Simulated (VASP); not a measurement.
Ti: single point with PBE+U

Ti:

```
CELL_PARAMETERS angstrom
4.56737 0.00000 0.00000
-2.28369 3.95546 0.00000
0.00000 0.00000 2.82624
ATOMIC_POSITIONS crystal
Ti 0.00000 0.00000 0.00000
Ti 0.33333 0.66667 0.50000
Ti 0.66667 0.33333 0.50000
```

This isn't the form of Ti at room conditions, which is hcp.

```
Program             : VASP 6.6.1
Task                : single point
Functional          : PBE
Potentials or basis : VASP PAW PBE potentials, release 64 (Ti_sv)
Cutoff              : 520 eV
k mesh              : 3 × 3 × 2
Occupations         : gaussian, width 0.1 eV
Spin                : no spin polarisation
Hubbard terms       : Ti d U = 1.0 eV
```

* Pressure: -1.6 GPa
* Band gap on the k mesh: zero (bands 18 and 19 overlap by 0.13 eV)

Stress tensor (GPa, compression positive):
```
  6.95   0.00   0.00
  0.00   6.95   0.00
  0.00   0.00 -18.74
```

Levels at points of the mesh, in eV from the Fermi level:
| k point | band 14 | band 15 | band 16 | band 17 | band 18 | band 19 | band 20 | band 21 | band 22 | band 23 |
| --- | --- | --- | --- | --- | --- | --- | --- | --- | --- | --- |
| (0.00, 0.00, 0.00) | -2.11 | -0.95 | -0.95 | -0.86 | -0.86 | -0.14 | 0.56 | 1.17 | 1.17 | 1.72 |
| (0.00, 0.00, 0.50) | -2.22 | -2.22 | -2.07 | -1.82 | -1.82 | 1.01 | 1.01 | 1.13 | 1.13 | 2.84 |

Eigenvalues of the final occupation matrices:
| site | spin | trace | eigenvalues |
| --- | --- | --- | --- |
| site 1 d | 1 | 0.92 | 0.15 0.15 0.20 0.20 0.23 |
| site 1 d | 2 | 0.92 | 0.15 0.15 0.20 0.20 0.23 |
| site 2 d | 1 | 1.00 | 0.15 0.15 0.22 0.22 0.27 |
| site 2 d | 2 | 1.00 | 0.15 0.15 0.22 0.22 0.27 |
| site 3 d | 1 | 1.00 | 0.15 0.15 0.22 0.22 0.27 |
| site 3 d | 2 | 1.00 | 0.15 0.15 0.22 0.22 0.27 |

It took 25 s on 1 thread of Intel(R) Xeon(R) Platinum 8375C CPU @ 2.90GHz (Ice Lake), on a shared host, peak memory 0.17 GiB.

Caveat: the k points lie up to 1.11 Å⁻¹ apart; U without spin polarisation on a metal has little footing; the U is typed as a test and isn't derived for this compound.
